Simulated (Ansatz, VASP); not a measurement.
## Two plane-wave programs on Ti

```xyz
3
Lattice="4.5662 0.0000 0.0000 -2.2831 3.9544 0.0000 0.0000 0.0000 2.8181" Properties=species:S:1:pos:R:3 pbc="T T T"
Ti    0.0000    0.0000    0.0000
Ti    0.0000    2.6363    1.4091
Ti    2.2831    1.3181    1.4091
```

Alike in both runs: task single point; functional RPBE; k mesh 9 × 9 × 12; occupations fermi-dirac, width 0.1 eV; no spin polarisation.

|  | VASP | Ansatz |
| --- | --- | --- |
| version | VASP 6.6.1 | Ansatz 0.2.0 |
| potentials or method | VASP PAW PBE potentials, release 64 (Ti_sv), cutoff 520 eV | plane waves (420 eV) with PAW, scalar-relativistic |
| valence electrons in the cell | 36 | 36 |

```tsv
	VASP	Ansatz	Ansatz less VASP
pressure (GPa)	4.3	4.6	+0.25
traceless stress, the component that is largest in VASP (GPa)	0.17	0.16	-0.005
```

VASP's potentials were made for PBE, not for RPBE.
